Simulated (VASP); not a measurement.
# Ti (P6_3/mmc) in VASP: settings compared

Aim: see how the results for Ti move with the level of theory and the settings. Levels: BLYP+D3(BJ), BLYP+D4. Tasks: single point.

All numbers are computed with VASP 6.6.1; they aren't measurements. Logs are shortened: lines on timing, memory, paths and dates and some standing lists are left out, and cuts for length are marked.

### Step 1. The cell of the first run

Symmetry: P6_3/mmc, No. 194, hexagonal system. The conventional cell has a = 2.835 Å, b = 2.835 Å, c = 4.489 Å, α = 90.00°, β = 90.00°, γ = 120.00°. Within 3.7 Å of Ti (site symmetry -6m2) lie 12 Ti at 2.78 to 2.84 Å.

### Step 2. Single point, BLYP+D3(BJ)

INCAR

```
SYSTEM = Ti
  PREC = Accurate
  ENCUT = 520
  EDIFF = 1E-6
  ISMEAR = -1
  SIGMA = 0.05
  LREAL = .FALSE.
  LASPH = .TRUE.
  NELM = 60
  ALGO = Normal
  ISIF = 2
  LWAVE = .FALSE.
  LCHARG = .FALSE.
  GGA = B5
  ALDAX = 1.0
  AGGAX = 1.0
  AGGAC = 1.0
  ALDAC = 0.0
  IVDW = 12
  VDW_S6 = 1.0
  VDW_S8 = 2.6996
  VDW_A1 = 0.4298
  VDW_A2 = 4.2359
  NBANDS = 19
```

KPOINTS

```
regular mesh
0
G
  10 10 6
  0 0 0
```

POSCAR

```
Ti
1.0
    2.8351312268      0.0000000000      0.0000000000
   -1.4175656134      2.4552956655      0.0000000000
    0.0000000000      0.0000000000      4.4886172881
Ti
2
Direct
    0.6666666667      0.3333333333      0.7500000000
    0.3333333333      0.6666666667      0.2500000000
```

Potentials or basis: VASP PAW PBE potentials, release 64 (Ti_sv).

Started as:

```bash
$ cat potpaw_PBE.64/Ti_sv/POTCAR > POTCAR
$ mpirun -np 1 vasp_std > vasp.out
```

OUTCAR:

```text
SYSTEM = Ti
   PREC = Accurate
   ENCUT = 520
   EDIFF = 1E-6
   ISMEAR = -1
   LREAL = .FALSE.
   LASPH = .TRUE.
   NELM = 60
   ISIF = 2
   GGA = B5
   IVDW = 12
 IVDW          = 12

 ion  position               nearest neighbor table
   1  0.667  0.333  0.750-   2 2.78   2 2.78   2 2.78   2 2.78   2 2.78   2 2.78
   2  0.333  0.667  0.250-   1 2.78   1 2.78   1 2.78   1 2.78   1 2.78   1 2.78

  LATTYP: Found a hexagonal cell.
 ALAT       =     2.8351312268
 C/A-ratio  =     1.5832132374

  Lattice vectors:

 A1 = (   2.8351312268,   0.0000000000,   0.0000000000)
 A2 = (  -1.4175656134,   2.4552956655,   0.0000000000)
 A3 = (   0.0000000000,   0.0000000000,   4.4886172881)

Analysis of symmetry for initial positions (statically):
=====================================================================
 Subroutine PRICEL returns:
 Original cell was already a primitive cell.

 Routine SETGRP: Setting up the symmetry group for a
 hexagonal supercell.

 Subroutine GETGRP returns: Found 24 space group operations
 (whereof 12 operations were pure point group operations)
 out of a pool of 24 trial point group operations.

The static configuration has the point symmetry D_3d.
 The point group associated with its full space group is D_6h.

Analysis of symmetry for dynamics (positions and initial velocities):
=====================================================================
 Subroutine PRICEL returns:
 Original cell was already a primitive cell.

 Routine SETGRP: Setting up the symmetry group for a
 hexagonal supercell.

 Subroutine GETGRP returns: Found 24 space group operations
 (whereof 12 operations were pure point group operations)
 out of a pool of 24 trial point group operations.

The dynamic configuration has the point symmetry D_3d.
 The point group associated with its full space group is D_6h.

 Subroutine INISYM returns: Found 24 space group operations
 (whereof 12 operations are pure point group operations),
 and found     1 'primitive' translations

----------------------------------------------------------------------------------------

                                     Primitive cell

  volume of cell :      31.2456

  direct lattice vectors                    reciprocal lattice vectors
     2.835131227  0.000000000  0.000000000     0.352717359  0.203641462  0.000000000
    -1.417565613  2.455295666  0.000000000     0.000000000  0.407282925  0.000000000
     0.000000000  0.000000000  4.488617288     0.000000000  0.000000000  0.222785757

  length of vectors
     2.835131227  2.835131227  4.488617288     0.407282925  0.407282925  0.222785757

  position of ions in fractional coordinates (direct lattice)
     0.666666667  0.333333333  0.750000000
     0.333333333  0.666666667  0.250000000

  ion indices of the primitive-cell ions
   primitive index   ion index
                 1           1
                 2           2

----------------------------------------------------------------------------------------

 KPOINTS: regular mesh

Automatic generation of k-mesh.
 Grid dimensions read from file:
 generate k-points for:   10   10    6

 Generating k-lattice:

  Cartesian coordinates                     Fractional coordinates (reciprocal lattice)
     0.035271736  0.020364146  0.000000000     0.100000000  0.000000000  0.000000000
     0.000000000  0.040728292  0.000000000     0.000000000  0.100000000  0.000000000
     0.000000000  0.000000000  0.037130959     0.000000000  0.000000000  0.166666667

  Length of vectors
     0.040728292  0.040728292  0.037130959

  Shift w.r.t. Gamma in fractional coordinates (k-lattice)
     0.000000000  0.000000000  0.000000000

 Subroutine IBZKPT returns following result:
 ===========================================

 Found     56 irreducible k-points:

 Following reciprocal coordinates:
            Coordinates               Weight
  0.000000  0.000000  0.000000      1.000000
  0.100000 -0.000000  0.000000      6.000000
  0.200000 -0.000000  0.000000      6.000000
  0.300000  0.000000  0.000000      6.000000
  0.400000  0.000000  0.000000      6.000000
  0.500000 -0.000000  0.000000      3.000000
[... 16 lines left out ...]
  0.300000  0.100000  0.166667     24.000000
  0.400000  0.100000  0.166667     24.000000
 [... further k-points ...]
   k-points           NKPTS =     56   k-points in BZ     NKDIM =     56   number of bands    NBANDS=     19
   number of dos      NEDOS =    301   number of ions     NIONS =      2
   total plane-waves  NPLWV =  20736
   dimension x,y,z NGX =    24 NGY =   24 NGZ =   36
   dimension x,y,z NGXF=    48 NGYF=   48 NGZF=   72
   ions per type =               2
   NGX,Y,Z   is equivalent  to a cutoff of  14.07, 14.07, 13.33 a.u.
   NGXF,Y,Z  is equivalent  to a cutoff of  28.15, 28.15, 26.67 a.u.
 SYSTEM =  Ti
   PREC   = accura    normal or accurate (medium, high low for compatibility)
   ISTART =      0    job   : 0-new  1-cont  2-samecut
   ICHARG =      2    charge: 1-file 2-atom 10-const
   ISPIN  =      1    spin polarized calculation?
   LNONCOLLINEAR =      F non collinear calculations
   LSORBIT =      F    spin-orbit coupling
   LASPH  =      T    aspherical Exc in radial PAW
   ENCUT  =  520.0 eV  38.22 Ry    6.18 a.u.   5.27  5.27  8.35*2*pi/ulx,y,z
   NELM   =     60;   NELMIN=  2; NELMDL= -5     # of ELM steps
   EDIFF  = 0.1E-05   stopping-criterion for ELM
   LREAL  =      F    real-space projection
   EDIFFG = 0.1E-04   stopping-criterion for IOM
   NSW    =      0    number of steps for IOM
   IBRION =     -1    ionic relax: 0-MD 1-quasi-New 2-CG
   NFREE  =      0    steps in history (QN), initial steepest desc. (CG)
   ISIF   =      2    stress and relaxation
   ISYM   =      2    0-nonsym 1-usesym 2-fastsym
   POTIM  = 0.5000    time-step for ionic-motion
   TEBEG  =    0.0;   TEEND  =   0.0 temperature during run
   PSTRESS=    0.0 pullay stress
   NELECT =      24.0000    total number of electrons
   NUPDOWN=      -1.0000    fix difference up-down
   EMIN   =  10.00;   EMAX   =-10.00  energy-range for DOS
   EFERMI =   0.00;   METHOD = LEGACY
   ISMEAR =    -1;   SIGMA  =   0.05  broadening in eV -4-tet -1-fermi 0-gaus
   EFERMI_NEDOS =   21; number of points for ismear=-14 and -15
   IALGO  =     38    algorithm
   IMIX   =      4    mixing-type and parameters
     AMIX     =   0.40;   BMIX     =  1.00
     AMIX_MAG =   1.60;   BMIX_MAG =  1.00
  volume/ion in A,a.u.               =      15.62       105.43
  Fermi-wavevector in a.u.,A,eV,Ry     =   1.499278  2.833224 30.583631  2.247833
  Thomas-Fermi vector in A             =   2.610928
   LORBIT       =      0    0 simple, 1 ext, 2 COOP (PROOUT), +10 PAW based schemes
   GGA     = B5    functional components
   LHFCALC =     F    Hartree Fock is set to
   AEXX    =    0.0000 exact exchange contribution
   IVDW    =    12    specifies the selected vdW correction
   LEPSILON=     F    determine dielectric tensor
   LRPA    =     F    only Hartree local field effects (RPA)
 non-spin polarized calculation
  energy-cutoff  :      520.00
  volume of cell :       31.25
 maximum number of plane-waves:       855
 NGX is ok and might be reduce to    24
   NGX = 11   NGY = 11   NGZ = 17

 number of electron      24.0000003 magnetization

 Free energy of the ion-electron system (eV)
  ---------------------------------------------------
  ext. energy  EPLUGINS =         0.00000000
  ---------------------------------------------------
  free energy    TOTEN  =       -13.33762075 eV

  energy without entropy =      -13.32097840  energy(sigma->0) =      -13.32929958

 E-fermi :   9.9629     XC(G=0): -11.4572

 val. band max:        9.9615296361   @ k =   0.3000   0.2000   0.3333
 cond. band min:       9.9833573928   @ k =   0.2000   0.2000   0.5000
 fundamental gap:      0.0218277568
 Fermi energy:         9.9629240338

 k-point     1 :       0.0000    0.0000    0.0000
  band No.  band energies     occupation
      1     -46.5237      2.00000
      2     -46.3103      2.00000
      3     -23.4143      2.00000
      4     -22.5251      2.00000
      5     -22.5251      2.00000
      6     -22.4189      2.00000
[... 11 lines left out ...]
     18      11.7073      0.00000
     19      13.4511      0.00000

 k-point     2 :       0.1000   -0.0000    0.0000
  band No.  band energies     occupation
      1     -46.5085      2.00000
      2     -46.3043      2.00000
      3     -23.3836      2.00000
      4     -22.5885      2.00000
      5     -22.5461      2.00000
      6     -22.4523      2.00000
[... 11 lines left out ...]
     18      11.5620      0.00000
     19      13.5443      0.00000

 k-point     3 :       0.2000   -0.0000    0.0000
  band No.  band energies     occupation
      1     -46.4675      2.00000
      2     -46.2898      2.00000
      3     -23.2978      2.00000
      4     -22.7557      2.00000
      5     -22.6181      2.00000
      6     -22.5984      2.00000
[... 11 lines left out ...]
     18      12.0555      0.00000
     19      13.7164      0.00000

 k-point     4 :       0.3000    0.0000    0.0000
  band No.  band energies     occupation
      1     -46.4131      2.00000
      2     -46.2752      2.00000
      3     -23.1750      2.00000
      4     -22.9643      2.00000
      5     -22.8130      2.00000
      6     -22.6598      2.00000
[... 11 lines left out ...]
     18      12.8237      0.00000
     19      13.8511      0.00000

 k-point     5 :       0.4000    0.0000    0.0000
  band No.  band energies     occupation
      1     -46.3627      2.00000
      2     -46.2693      2.00000
      3     -23.1333      2.00000
      4     -23.0475      2.00000
      5     -22.9642      2.00000
      6     -22.7076      2.00000
[... 11 lines left out ...]
     18      13.7219      0.00000
     19      13.9238      0.00000

 k-point     6 :       0.5000   -0.0000    0.0000
  band No.  band energies     occupation
      1     -46.3398      2.00000
      2     -46.2706      2.00000
      3     -23.1976      2.00000
      4     -23.0207      2.00000
      5     -22.9818      2.00000
      6     -22.7254      2.00000
[... 11 lines left out ...]
     18      13.9456      0.00000
     19      14.9011      0.00000

 k-point     7 :       0.1000    0.1000    0.0000
  band No.  band energies     occupation
      1     -46.4804      2.00000
      2     -46.2941      2.00000
      3     -23.3253      2.00000
      4     -22.6870      2.00000
      5     -22.6287      2.00000
      6     -22.5276      2.00000
[... 11 lines left out ...]
     18      11.9489      0.00000
     19      13.6423      0.00000

 k-point     8 :       0.2000    0.1000    0.0000
  band No.  band energies     occupation
      1     -46.4326      2.00000
      2     -46.2796      2.00000
      3     -23.2204      2.00000
      4     -22.8594      2.00000
      5     -22.7777      2.00000
      6     -22.6167      2.00000
[... 256 lines left out ...]
 k-point    20 :       0.5000   -0.0000    0.1667
  band No.  band energies     occupation
      1     -46.3351      2.00000
      2     -46.2752      2.00000
      3     -23.2525      2.00000
      4     -23.0837      2.00000
      5     -22.8923      2.00000
      6     -22.7097      2.00000
[... 11 lines left out ...]
     18      13.9198      0.00000
     19      14.5572      0.00000

 k-point    21 :       0.1000    0.1000    0.1667
  band No.  band energies     occupation
      1     -46.4681      2.00000
      2     -46.3068      2.00000
      3     -23.2787      2.00000
      4     -22.6691      2.00000
      5     -22.6511      2.00000
      6     -22.5632      2.00000
[... 11 lines left out ...]
     18      12.0666      0.00000
     19      13.6055      0.00000

 k-point    22 :       0.2000    0.1000    0.1667
  band No.  band energies     occupation
      1     -46.4224      2.00000
      2     -46.2900      2.00000
      3     -23.2048      2.00000
      4     -22.8435      2.00000
      5     -22.7906      2.00000
      6     -22.6325      2.00000
[... 11 lines left out ...]
     18      12.6717      0.00000
     19      13.6966      0.00000

 k-point    23 :       0.3000    0.1000    0.1667
  band No.  band energies     occupation
      1     -46.3721      2.00000
      2     -46.2774      2.00000
      3     -23.1681      2.00000
      4     -22.9958      2.00000
      5     -22.8931      2.00000
      6     -22.7018      2.00000
[... 11 lines left out ...]
     18      13.3298      0.00000
     19      13.9491      0.00000

 k-point    24 :       0.4000    0.1000    0.1667
  band No.  band energies     occupation
      1     -46.3354      2.00000
      2     -46.2750      2.00000
      3     -23.2189      2.00000
      4     -23.0594      2.00000
      5     -22.8971      2.00000
      6     -22.7328      2.00000
[... 11 lines left out ...]
     18      13.7604      0.00000
     19      14.6547      0.00000

 [... further k-points ...]

------------------------ aborting loop because EDIFF is reached ----------------------------------------

 Edisp (eV)   -3.18133

 E8    (eV) :    -2.4303

  FORCE on cell =-STRESS in cart. coord.  units (eV):
  Direction    XX          YY          ZZ          XY          YZ          ZX
  --------------------------------------------------------------------------------------
  -------------------------------------------------------------------------------------
  Total      -0.04384    -0.04384    -0.03646     0.00000    -0.00000     0.00000
  in kB      -2.24778    -2.24778    -1.86958     0.00000    -0.00000     0.00000
  external pressure =       -2.12 kB  Pullay stress =        0.00 kB

 VOLUME and BASIS-vectors are now :
 -----------------------------------------------------------------------------
  energy-cutoff  :      520.00
  volume of cell :       31.25
      direct lattice vectors                 reciprocal lattice vectors
     2.835131227  0.000000000  0.000000000     0.352717359  0.203641462  0.000000000
    -1.417565613  2.455295666  0.000000000     0.000000000  0.407282925  0.000000000
     0.000000000  0.000000000  4.488617288     0.000000000  0.000000000  0.222785757

 POSITION                                       TOTAL-FORCE (eV/Angst)
 -----------------------------------------------------------------------------------
      1.41757      0.81843      3.36646         0.000000     -0.000000      0.000000
     -0.00000      1.63686      1.12215        -0.000000      0.000000      0.000000
 -----------------------------------------------------------------------------------
    total drift:                               -0.000000      0.000000     -0.000000

  FREE ENERGIE OF THE ION-ELECTRON SYSTEM (eV)
  ---------------------------------------------------
  free  energy   TOTEN  =       -16.5189461986 eV

  energy  without entropy=      -16.5023038457  energy(sigma->0) =      -16.51062502
```

Run time: 72 s. Hardware: 1 thread of Intel Xeon 8259CL, shared host; peak memory 0.17 GiB.

What came out:

| Item | Value |
| --- | --- |
| Free energy | -16.5189 eV |
| Pressure | -0.2 GPa |
| Band gap on the k mesh | zero (band 12 reaches 10.73 eV, above the bottom of band 13 at 9.80 eV) |
| Dispersion energy per atom | -1.591 eV |

Levels at points of the mesh, in eV from the Fermi level:
| k point | band 10 | band 11 | band 12 | band 13 | band 14 | band 15 |
| --- | --- | --- | --- | --- | --- | --- |
| (0.00, 0.00, 0.00) | -2.92 | 0.77 | 0.77 | 0.90 | 1.33 | 1.34 |
| (0.50, 0.00, 0.00) | -2.41 | -2.11 | -0.35 | 0.44 | 0.74 | 1.31 |
| (0.00, 0.00, 0.50) | -4.23 | 0.07 | 0.07 | 0.66 | 0.66 | 0.66 |
| (0.50, 0.00, 0.50) | -2.77 | -0.97 | -0.97 | 1.78 | 1.78 | 1.88 |

Caveat: the PAW data sets were made with another functional, which shifts forces and pressure a little; pairwise dispersion overbinds metals, which lowers pressure and volume.

### Step 3. Single point, BLYP+D4

This run uses another cell than the first one, of 17.22 Å³/atom, 1.102 times its volume.

INCAR

```
AGGAC = 1.0
AGGAX = 1.0
ALDAC = 0.0
ALDAX = 1.0
ALGO = Normal
EDIFF = 1E-7
ENCUT = 520
GGA = B5
ISIF = 2
ISMEAR = -1
IVDW = 13
LASPH = T
LCHARG = F
LREAL = F
LWAVE = F
NBANDS = 19
NELM = 80
PREC = Accurate
SIGMA = 0.05
VDW_A1 = 0.44488865
VDW_A2 = 4.0933009
VDW_S6 = 1.0
VDW_S8 = 2.34076671
```

KPOINTS

```
k-points
0
Gamma
  10 10 6
```

POSCAR

```
Ti
1.0
    2.9330620087      0.0000000000      0.0000000000
   -1.4665310044      2.5401062104      0.0000000000
    0.0000000000      0.0000000000      4.6231166332
Ti
2
Direct
    0.6666666667      0.3333333333      0.7500000000
    0.3333333333      0.6666666667      0.2500000000
```

Potentials or basis: VASP PAW PBE potentials, release 64 (Ti_sv).

Started as:

```bash
$ cat potpaw_PBE.64/Ti_sv/POTCAR > POTCAR
$ mpirun -np 1 vasp_std > vasp.out
```

Run time: 86 s. Hardware: 1 thread of Intel Xeon 8259CL, shared host; peak memory 0.17 GiB.

The run converged. Its results:

| Quantity | Value |
| --- | --- |
| Free energy | -14.2935 eV |
| Pressure | -0.1 GPa |
| Band gap on the k mesh | zero (band 12 reaches 9.59 eV, above the bottom of band 13 at 8.67 eV) |
| Dispersion energy per atom | -0.379 eV |

Levels at points of the mesh, in eV from the Fermi level:
```tsv
k point	band 10	band 11	band 12	band 13	band 14	band 15
(0.00, 0.00, 0.00)	-2.66	0.72	0.72	0.86	1.06	1.22
(0.50, 0.00, 0.00)	-2.16	-1.83	-0.50	0.42	0.66	1.18
(0.00, 0.00, 0.50)	-4.15	0.09	0.09	0.62	0.62	0.62
(0.50, 0.00, 0.50)	-2.50	-0.83	-0.83	1.47	1.47	1.68
```

Caveat: the PAW data sets were made with another functional, which shifts forces and pressure a little; pairwise dispersion overbinds metals, which lowers pressure and volume.
